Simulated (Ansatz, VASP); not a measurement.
One calculation of AgCl, two programs

```xyz
2
Lattice="0.0277 2.7870 2.7870 2.7870 0.0277 2.7870 2.7870 2.7870 0.0277" Properties=species:S:1:pos:R:3 pbc="T T T"
Ag    2.8009    2.8009    2.8009
Cl    0.0000    0.0000    0.0000
```

Change from the starting cell: equal xy, yz and zx shear strains of +1 %, PAW files.

Alike in both runs: task electric field gradients; functional PBE; k mesh 9 × 9 × 9; occupations fermi-dirac, width 0.01 eV; no spin polarisation.

|  | VASP | Ansatz |
| --- | --- | --- |
| version | VASP 6.6.1 | Ansatz 0.2.0 |
| potentials or method | VASP PAW PBE potentials, release 64 (Ag, Cl) | PAW with Ansatz's default frozen-core files, scalar-relativistic |
| plane-wave cutoff (eV) | 520 | 420 |
| valence electrons in the cell | 18 | 26 |

|  | VASP | Ansatz | Ansatz less VASP |
| --- | --- | --- | --- |
| gap on the k mesh at the Fermi level (eV) | 0.94 | 0.94 | +0.002 |
| pressure (GPa) | 1.5 | 1.6 | +0.14 |
| traceless stress, the component that is largest in VASP (GPa) | -0.05 | -0.05 | 0.000 |
| size of Vzz on the site where it differs most (V/Å²) | 2.2 | 2.3 | +0.12 |

VASP's potentials hold 18 valence electrons a cell and Ansatz's 26, so a difference there can come from the potentials and not from the codes.
